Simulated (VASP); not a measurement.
# In (I4/mmm) in VASP: settings compared

In is run at these levels: LDA, PBEsol, PBE, RPBE; tasks: single point.

All numbers are computed with VASP 6.6.1; they aren't measurements. Logs are shortened: lines on timing, memory, paths and dates and some standing lists are left out, and cuts for length are marked.

### 1 The cell of the first run

The structure is tetragonal, space group I4/mmm (No. 139). Conventional cell: a = 3.219 Å, b = 3.219 Å, c = 4.745 Å, α = 90.00°, β = 90.00°, γ = 90.00°. In (site symmetry 4/mmm) has 12 In at 3.22 to 3.29 Å within 4.2 Å.

### 2 Single point, LDA

INCAR reads:

```
SYSTEM = In
ALGO = Fast ; EDIFF = 1E-6
ENCUT = 520 ; GGA = CA
ISIF = 2 ; ISMEAR = -1
LASPH = .True. ; LCHARG = .False.
LREAL = .False. ; LWAVE = .False.
NBANDS = 12 ; NELM = 100
PREC = Accurate ; SIGMA = 0.05
```

KPOINTS reads:

```
k-points
0
Gamma
  11 11 11
  0 0 0
```

POSCAR reads:

```
In
1.0
   -1.6093505200      1.6093505200      2.3724185802
    1.6093505200     -1.6093505200      2.3724185802
    1.6093505200      1.6093505200     -2.3724185802
In
1
Direct
    0.0000000000      0.0000000000      0.0000000000
```

Potentials or basis: VASP PAW LDA potentials, release 64 (In_d).

The run is started by

```console
$ cat potpaw_LDA.64/In_d/POTCAR > POTCAR
$ mpirun -np 1 vasp_std > vasp.out
```

OUTCAR:

```text
SYSTEM = In
   EDIFF = 1E-6
   ENCUT = 520
   GGA = CA
   ISIF = 2
   ISMEAR = -1
   LASPH = .True.
   LREAL = .False.
   NELM = 100
   PREC = Accurate

 ion  position               nearest neighbor table
   1  0.000  0.000  0.000-

  LATTYP: Found a body centered tetragonal cell.
 ALAT       =     3.2187010400
 C/A-ratio  =     1.4741465894

  Lattice vectors:

 A1 = (  -1.6093505200,   1.6093505200,   2.3724185802)
 A2 = (   1.6093505200,  -1.6093505200,   2.3724185802)
 A3 = (   1.6093505200,   1.6093505200,  -2.3724185802)

Analysis of symmetry for initial positions (statically):
=====================================================================
 Subroutine PRICEL returns:
 Original cell was already a primitive cell.

 Routine SETGRP: Setting up the symmetry group for a
 body centered tetragonal supercell.

 Subroutine GETGRP returns: Found 16 space group operations
 (whereof 16 operations were pure point group operations)
 out of a pool of 16 trial point group operations.

The static configuration has the point symmetry D_4h.

Analysis of symmetry for dynamics (positions and initial velocities):
=====================================================================
 Subroutine PRICEL returns:
 Original cell was already a primitive cell.

 Routine SETGRP: Setting up the symmetry group for a
 body centered tetragonal supercell.

 Subroutine GETGRP returns: Found 16 space group operations
 (whereof 16 operations were pure point group operations)
 out of a pool of 16 trial point group operations.

The dynamic configuration has the point symmetry D_4h.

 Subroutine INISYM returns: Found 16 space group operations
 (whereof 16 operations are pure point group operations),
 and found     1 'primitive' translations

----------------------------------------------------------------------------------------

                                     Primitive cell

  volume of cell :      24.5783

  direct lattice vectors                    reciprocal lattice vectors
    -1.609350520  1.609350520  2.372418580     0.000000000  0.310684337  0.210755389
     1.609350520 -1.609350520  2.372418580     0.310684337  0.000000000  0.210755389
     1.609350520  1.609350520 -2.372418580     0.310684337  0.310684337  0.000000000

  length of vectors
     3.287611308  3.287611308  3.287611308     0.375423216  0.375423216  0.439374004

  position of ions in fractional coordinates (direct lattice)
     0.000000000  0.000000000  0.000000000

  ion indices of the primitive-cell ions
   primitive index   ion index
                 1           1
[... 75 lines left out ...]
   NSW    =      0    number of steps for IOM
   IBRION =     -1    ionic relax: 0-MD 1-quasi-New 2-CG
   NFREE  =      0    steps in history (QN), initial steepest desc. (CG)
   ISIF   =      2    stress and relaxation
   ISYM   =      2    0-nonsym 1-usesym 2-fastsym
   POTIM  = 0.5000    time-step for ionic-motion
   TEBEG  =    0.0;   TEEND  =   0.0 temperature during run
   PSTRESS=    0.0 pullay stress
   NELECT =      13.0000    total number of electrons
   NUPDOWN=      -1.0000    fix difference up-down
   EMIN   =  10.00;   EMAX   =-10.00  energy-range for DOS
   EFERMI =   0.00;   METHOD = LEGACY
   ISMEAR =    -1;   SIGMA  =   0.05  broadening in eV -4-tet -1-fermi 0-gaus
   EFERMI_NEDOS =   21; number of points for ismear=-14 and -15
   IALGO  =     68    algorithm
   IMIX   =      4    mixing-type and parameters
     AMIX     =   0.40;   BMIX     =  1.00
     AMIX_MAG =   1.60;   BMIX_MAG =  1.00
  volume/ion in A,a.u.               =      24.58       165.86
  Fermi-wavevector in a.u.,A,eV,Ry     =   1.323951  2.501904 23.848903  1.752845
  Thomas-Fermi vector in A             =   2.453521
   LORBIT       =      0    0 simple, 1 ext, 2 COOP (PROOUT), +10 PAW based schemes
   GGA     = CA    functional components
   LHFCALC =     F    Hartree Fock is set to
   AEXX    =    0.0000 exact exchange contribution
   IVDW    =     0    specifies the selected vdW correction
   LEPSILON=     F    determine dielectric tensor
   LRPA    =     F    only Hartree local field effects (RPA)
 non-spin polarized calculation
 RMM-DIIS sequential band-by-band and
  energy-cutoff  :      520.00
  volume of cell :       24.58
 maximum number of plane-waves:       672
   NGX = 13   NGY = 13   NGZ = 13

 number of electron      13.0000002 magnetization

 Free energy of the ion-electron system (eV)
  ---------------------------------------------------
  ext. energy  EPLUGINS =         0.00000000
  ---------------------------------------------------
  free energy    TOTEN  =        -3.21837568 eV

  energy without entropy =       -3.21418596  energy(sigma->0) =       -3.21628082

 E-fermi :   7.9676     XC(G=0): -10.8282

 val. band max:        7.9527007637   @ k =  -0.1818   0.3636   0.0909
 cond. band min:       7.9906874411   @ k =   0.2727   0.1818   0.0909
 fundamental gap:      0.0379866774
 Fermi energy:         7.9675738527

 k-point     1 :       0.0000    0.0000    0.0000
  band No.  band energies     occupation
      1      -6.7209      2.00000
      2      -6.6522      2.00000
      3      -6.6522      2.00000
      4      -6.5036      2.00000
      5      -6.4346      2.00000
      6      -2.0577      2.00000
      7      18.9495      0.00000
      8      18.9495      0.00000
      9      19.0623      0.00000
     10      19.7189      0.00000
     11      22.5174      0.00000
     12      22.5680      0.00000
[... 331 lines left out ...]
 k-point    24 :      -0.1818    0.1818    0.0000
  band No.  band energies     occupation
      1      -6.7342      2.00000
      2      -6.5806      2.00000
      3      -6.5472      2.00000
      4      -6.5457      2.00000
      5      -6.4298      2.00000
      6      -1.0070      2.00000
      7      15.5201      0.00000
      8      15.6546      0.00000
      9      16.5387      0.00000
     10      17.6430      0.00000
     11      19.5225      0.00000
     12      25.8319      0.00000

 [... further k-points ...]
[... 5 lines left out ...]
  --------------------------------------------------------------------------------------
  -------------------------------------------------------------------------------------
  Total        0.0137765      0.0137765      0.0141769      0.0000000     -0.0000000      0.0000000
  in kB        0.8980422      0.8980422      0.9241434      0.0000000     -0.0000000      0.0000000
  external PRESSURE =       0.9067426 kB  Pullay stress =       0.0000000 kB

 VOLUME and BASIS-vectors are now :
 -----------------------------------------------------------------------------
  energy-cutoff  :      520.00
  volume of cell :       24.58
      direct lattice vectors                 reciprocal lattice vectors
    -1.609350520  1.609350520  2.372418580     0.000000000  0.310684337  0.210755389
     1.609350520 -1.609350520  2.372418580     0.310684337  0.000000000  0.210755389
     1.609350520  1.609350520 -2.372418580     0.310684337  0.310684337  0.000000000

 POSITION                                       TOTAL-FORCE (eV/Angst)
 -----------------------------------------------------------------------------------
      0.00000      0.00000      0.00000         0.000000     -0.000000     -0.000000
 -----------------------------------------------------------------------------------
    total drift:                                0.000000      0.000000     -0.000000

  FREE ENERGIE OF THE ION-ELECTRON SYSTEM (eV)
  ---------------------------------------------------
  free  energy   TOTEN  =        -3.2183756774 eV

  energy  without entropy=       -3.2141859576  energy(sigma->0) =       -3.21628082
```

Run time: 25 s. Hardware: 1 thread of Intel Xeon Platinum 8375C at 2.90GHz (Ice Lake), shared host; peak memory 0.15 GiB.

Results:

* Free energy: -3.2184 eV
* Pressure: 0.1 GPa

Caveat: spin-orbit coupling is left out, which moves the levels of the heavy elements.

### 3 Single point, PBEsol

This run uses another cell than the first one, of 25.54 Å³/atom, 1.039 times its volume.

INCAR reads:

```
ALGO = Normal ; EDIFF = 1E-6
ENCUT = 520 ; GGA = PS
ISIF = 2 ; ISMEAR = -1
LASPH = T ; LCHARG = F
LREAL = F ; LWAVE = F
NBANDS = 12 ; NELM = 80
PREC = Accurate ; SIGMA = 0.05
```

KPOINTS reads:

```
k-points
0
Gamma
  11 11 11
```

POSCAR reads:

```
In
1.0
   -1.6307793198      1.6307793198      2.4004324258
    1.6307793198     -1.6307793198      2.4004324258
    1.6307793198      1.6307793198     -2.4004324258
In
1
Direct
    0.0000000000      0.0000000000      0.0000000000
```

Potentials or basis: VASP PAW PBE potentials, release 64 (In_d).

The run is started by

```console
$ cat potpaw_PBE.64/In_d/POTCAR > POTCAR
$ mpirun -np 1 vasp_std > vasp.out
```

It took 29 s on 1 thread of Intel Xeon Platinum 8375C at 2.90GHz (Ice Lake), shared host; peak memory 0.18 GiB.

The run converged. Its results:

```yaml
Free_energy: -2.9858 eV
Pressure: 0.0 GPa
```

Levels at points of the mesh, in eV from the Fermi level:
| k point | band 4 | band 5 | band 6 | band 7 | band 8 | band 9 |
| --- | --- | --- | --- | --- | --- | --- |
| (0.00, 0.00, 0.00) | -14.42 | -14.36 | -9.74 | 10.73 | 10.73 | 10.84 |

Caveat: the PAW data sets were made with another functional, which shifts forces and pressure a little; spin-orbit coupling is left out, which moves the levels of the heavy elements.

### 4 Single point, PBE

This run uses another cell than the first one, of 26.14 Å³/atom, 1.064 times its volume.

INCAR reads:

```
  PREC = Accurate
  ENCUT = 520
  EDIFF = 1E-6
  ISMEAR = 0
  SIGMA = 0.011
  LREAL = False
  LASPH = True
  NELM = 60
  ALGO = Normal
  ISIF = 2
  LWAVE = False
  LCHARG = False
  GGA = PE
  NBANDS = 12
```

KPOINTS reads:

```
Automatic mesh
0
Gamma
  11 11 11
```

POSCAR reads:

```
In
1.0
   -1.6254700000      1.6254700000      2.4737000000
    1.6254700000     -1.6254700000      2.4737000000
    1.6254700000      1.6254700000     -2.4737000000
In
1
Direct
    0.0000000000      0.0000000000      0.0000000000
```

Potentials or basis: VASP PAW PBE potentials, release 64 (In_d).

The run is started by

```console
$ cat potpaw_PBE.64/In_d/POTCAR > POTCAR
$ mpirun -np 1 vasp_std > vasp.out
```

OUTCAR:

```text
PREC = Accurate
   ENCUT = 520
   EDIFF = 1E-6
   ISMEAR = 0
   LREAL = False
   LASPH = True
   NELM = 60
   ISIF = 2
   GGA = PE

 ion  position               nearest neighbor table
   1  0.000  0.000  0.000-

  LATTYP: Found a body centered tetragonal cell.
 ALAT       =     3.2509400000
 C/A-ratio  =     1.5218367611

  Lattice vectors:

 A1 = (  -1.6254700000,   1.6254700000,   2.4737000000)
 A2 = (   1.6254700000,  -1.6254700000,   2.4737000000)
 A3 = (   1.6254700000,   1.6254700000,  -2.4737000000)

Analysis of symmetry for initial positions (statically):
=====================================================================
 Subroutine PRICEL returns:
 Original cell was already a primitive cell.

 Routine SETGRP: Setting up the symmetry group for a
 body centered tetragonal supercell.

 Subroutine GETGRP returns: Found 16 space group operations
 (whereof 16 operations were pure point group operations)
 out of a pool of 16 trial point group operations.

The static configuration has the point symmetry D_4h.

Analysis of symmetry for dynamics (positions and initial velocities):
[... 161 lines left out ...]
 cond. band min:       7.5923304788   @ k =  -0.4545  -0.4545   0.1818
 fundamental gap:      0.0382455136
 Fermi energy:         7.5660241580

 k-point     1 :       0.0000    0.0000    0.0000
  band No.  band energies     occupation
      1      -7.1756      2.00000
      2      -7.0717      2.00000
      3      -7.0717      2.00000
      4      -6.9912      2.00000
      5      -6.8853      2.00000
      6      -2.0182      2.00000
      7      18.0790      0.00000
      8      18.0790      0.00000
      9      18.2514      0.00000
     10      19.1096      0.00000
     11      21.4950      0.00000
     12      21.6204      0.00000
[... 331 lines left out ...]
 k-point    24 :      -0.1818    0.1818    0.0000
  band No.  band energies     occupation
      1      -7.1417      2.00000
      2      -7.0433      2.00000
      3      -6.9970      2.00000
      4      -6.9922      2.00000
      5      -6.9083      2.00000
      6      -0.9973      2.00000
      7      14.7026      0.00000
      8      14.9536      0.00000
      9      15.6322      0.00000
     10      16.8607      0.00000
     11      19.0485      0.00000
     12      24.0114      0.00000

 [... further k-points ...]
[... 5 lines left out ...]
  --------------------------------------------------------------------------------------
  -------------------------------------------------------------------------------------
  Total        0.3575406      0.3575406      0.2489743      0.0000000     -0.0000000      0.0000000
  in kB       21.9114424     21.9114424     15.2580901      0.0000000     -0.0000000      0.0000000
  external PRESSURE =      19.6936583 kB  Pullay stress =       0.0000000 kB

 VOLUME and BASIS-vectors are now :
 -----------------------------------------------------------------------------
  energy-cutoff  :      520.00
  volume of cell :       26.14
      direct lattice vectors                 reciprocal lattice vectors
    -1.625470000  1.625470000  2.473700000     0.000000000  0.307603339  0.202126369
     1.625470000 -1.625470000  2.473700000     0.307603339  0.000000000  0.202126369
     1.625470000  1.625470000 -2.473700000     0.307603339  0.307603339  0.000000000

 POSITION                                       TOTAL-FORCE (eV/Angst)
 -----------------------------------------------------------------------------------
      0.00000      0.00000      0.00000         0.000000     -0.000000      0.000000
 -----------------------------------------------------------------------------------
    total drift:                               -0.000000     -0.000000     -0.000000

  FREE ENERGIE OF THE ION-ELECTRON SYSTEM (eV)
  ---------------------------------------------------
  free  energy   TOTEN  =        -2.5493904903 eV

  energy  without entropy=       -2.5493787288  energy(sigma->0) =       -2.54938461
```

OSZICAR:

```text
N       E                     dE             d eps       ncg     rms          rms(c)
DAV:   1     0.783726979728E+02    0.78373E+02   -0.62593E+03  3064   0.137E+03
DAV:   2     0.117995736057E+01   -0.77193E+02   -0.75166E+02  3188   0.294E+02
DAV:   3    -0.248787361327E+01   -0.36678E+01   -0.36573E+01  3584   0.645E+01
DAV:   4    -0.257298492810E+01   -0.85111E-01   -0.85084E-01  3832   0.971E+00
DAV:   5    -0.257695338008E+01   -0.39685E-02   -0.39683E-02  4236   0.188E+00    0.231E+00
DAV:   6    -0.255407855847E+01    0.22875E-01   -0.36620E-02  3876   0.391E+00    0.115E+00
DAV:   7    -0.254964975198E+01    0.44288E-02   -0.11550E-02  3956   0.203E+00    0.258E-01
DAV:   8    -0.254938333523E+01    0.26642E-03   -0.92063E-04  4232   0.503E-01    0.339E-02
DAV:   9    -0.254938969370E+01   -0.63585E-05   -0.12692E-05  4204   0.489E-02    0.151E-02
DAV:  10    -0.254939049033E+01   -0.79663E-06   -0.12482E-06  3320   0.117E-02
   1 F= -.25493905E+01 E0= -.25493846E+01  d E =-.117616E-04
```

Run time: 30 s. Hardware: 1 thread of Intel Xeon Platinum 8375C at 2.90GHz (Ice Lake), shared host; peak memory 0.18 GiB.

Results:

```yaml
Free_energy: -2.5494 eV
Pressure: 2.0 GPa
```

Stress tensor (GPa, compression positive):
```
2.19 0.00 0.00
0.00 2.19 0.00
0.00 0.00 1.53
```

Levels at points of the mesh, in eV from the Fermi level:
| k point | band 2 | band 3 | band 4 | band 5 | band 6 | band 7 | band 8 | band 9 | band 10 | band 11 |
| --- | --- | --- | --- | --- | --- | --- | --- | --- | --- | --- |
| (0.00, 0.00, 0.00) | -14.64 | -14.64 | -14.56 | -14.45 | -9.58 | 10.51 | 10.51 | 10.69 | 11.54 | 13.93 |

Caveat: spin-orbit coupling is left out, which moves the levels of the heavy elements.

### 5 Single point, RPBE

This run uses another cell than the first one, of 26.14 Å³/atom, 1.064 times its volume.

INCAR reads:

```
SYSTEM = In
  PREC = Accurate
  ENCUT = 520
  EDIFF = 1E-6
  ISMEAR = -1
  SIGMA = 0.05
  LREAL = .False.
  LASPH = .True.
  NELM = 80
  ALGO = Normal
  ISIF = 2
  LWAVE = .False.
  LCHARG = .False.
  GGA = RP
  NBANDS = 12
```

KPOINTS reads:

```
Automatic mesh
0
Gamma
  11 11 11
  0 0 0
```

POSCAR is that of step 4.

The run is started by

```console
$ cat potpaw_PBE.64/In_d/POTCAR > POTCAR
$ mpirun -np 1 vasp_std > vasp.out
```

Wall time 29 s (1 thread of Intel Xeon Platinum 8375C at 2.90GHz (Ice Lake), shared host); peak memory 0.18 GiB.

It converged, with:

| Quantity | Value |
| --- | --- |
| Free energy | -2.1701 eV |
| Pressure | 3.7 GPa |

Stress tensor (GPa, compression positive):
```
3.88 0.00 0.00
0.00 3.88 0.00
0.00 0.00 3.20
```

Levels at points of the mesh, in eV from the Fermi level:
```csv
k point,band 3,band 4,band 5,band 6,band 7,band 8,band 9,band 10
"(0.00, 0.00, 0.00)",-14.70,-14.62,-14.52,-9.58,10.56,10.56,10.74,11.48
```

Caveat: the PAW data sets were made with another functional, which shifts forces and pressure a little; spin-orbit coupling is left out, which moves the levels of the heavy elements.

### 6 Summary

```csv
level,potentials or basis,cell,smearing,gap on the mesh (eV),pressure (GPa)
LDA,"VASP PAW LDA potentials, release 64 (In_d)","a = 3.288 Å, angles 121.4, 121.4, 87.6°, 1 atom",fermi-dirac 0.05 eV,none,0.1
PBEsol,"VASP PAW PBE potentials, release 64 (In_d)","a = 3.329 Å, angles 121.3, 121.3, 87.7°, 1 atom",fermi-dirac 0.05 eV,none,0.0
PBE,"VASP PAW PBE potentials, release 64 (In_d)","a = 3.377 Å, angles 122.5, 122.5, 85.8°, 1 atom",gaussian 0.011 eV,none,2.0
RPBE,"VASP PAW PBE potentials, release 64 (In_d)","a = 3.377 Å, angles 122.5, 122.5, 85.8°, 1 atom",fermi-dirac 0.05 eV,none,3.7
```

Alike in all rows: task single point; no spin polarisation; k mesh 11 × 11 × 11; cutoff (eV) 520.

Caveats: spin-orbit coupling is left out, which moves the levels of the heavy elements; the PAW data sets were made with another functional, which shifts forces and pressure a little (some runs).

Total energies depend on the potentials used, so only differences within one code and one set of settings carry meaning.
